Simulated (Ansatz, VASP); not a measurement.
WSe2 in VASP and in Ansatz

The input INCAR:

```
PREC = Accurate
ENCUT = 520
EDIFF = 1E-6
ISMEAR = 0
SIGMA = 0.05
LREAL = F
LASPH = T
NELM = 100
ALGO = Normal
ISIF = 2
LWAVE = F
LCHARG = T
GGA = PS
LELF = T
LVHAR = T
NBANDS = 35
```

The input KPOINTS:

```
Automatic mesh
0
Gamma
  12 12 2
```

POSCAR

```
WSe2
1.0
    3.2711503897      0.0000000000      0.0000000000
   -1.6355751948      2.8328993371      0.0000000000
    0.0000000000      0.0000000000     13.2206689288
W Se
2 4
Direct
    0.3333333333      0.6666666667      0.2500000000
    0.6666666667      0.3333333333      0.7500000000
    0.3333333333      0.6666666667      0.6233861805
    0.6666666667      0.3333333333      0.1233861805
    0.3333333333      0.6666666667      0.8766138195
    0.6666666667      0.3333333333      0.3766138195
```

Input for Ansatz:

```yaml
crystal:
  lattice:
    - [3.2711503897, 0.0, 0.0]
    - [-1.6355751948, 2.8328993371, 0.0]
    - [0.0, 0.0, 13.2206689288]
  atoms:
    - { symbol: W, position: [0.3333333333, 0.6666666667, 0.25] }
    - { symbol: W, position: [0.6666666667, 0.3333333333, 0.75] }
    - { symbol: Se, position: [0.3333333333, 0.6666666667, 0.6233861805] }
    - { symbol: Se, position: [0.6666666667, 0.3333333333, 0.1233861805] }
    - { symbol: Se, position: [0.3333333333, 0.6666666667, 0.8766138195] }
    - { symbol: Se, position: [0.6666666667, 0.3333333333, 0.3766138195] }
basis:
  ecutwfc: 420
kpoints:
  mp_grid: { grid: [12, 12, 2] }
hamiltonian:
  xc: pbesol
scf:
  occupations: { method: gaussian, width: 0.05 }
output:
  forces: true
  stress: true
  eigenvalues: true
```

Alike in both runs: task single point; functional PBEsol; k mesh 12 × 12 × 2; occupations gaussian, width 0.05 eV; no spin polarisation.

```csv
,VASP,Ansatz
version,VASP 6.6.1,Ansatz 0.2.0
potentials or method,"VASP PAW PBE potentials, release 64 (W_sv, Se), cutoff 520 eV","scalar-relativistic, plane waves, PAW"
valence electrons in the cell,52,92
```

Ansatz gave:

```
gap on the k mesh at the Fermi level (eV)                     : 1.04
least direct gap on the mesh (eV)                             : 1.60
pressure (GPa)                                                : 0.0
traceless stress, the component that is largest in VASP (GPa) : 0.02
rms of the force components (eV/Å)                            : 0.002
```

Problem. Which values does VASP return?

Solution. gap on the k mesh at the Fermi level (eV): 1.04; least direct gap on the mesh (eV): 1.59; pressure (GPa): 0.4; traceless stress, the component that is largest in VASP (GPa): 0.12; rms of the force components (eV/Å): 0.031.

VASP's potentials were made for PBE, not for PBEsol. Atom by atom the forces differ by 0.029 eV/Å (rms over components). VASP's potentials hold 52 valence electrons a cell and Ansatz's 92, so a difference there can come from the potentials and not from the codes.

Neither program's run includes spin-orbit coupling.
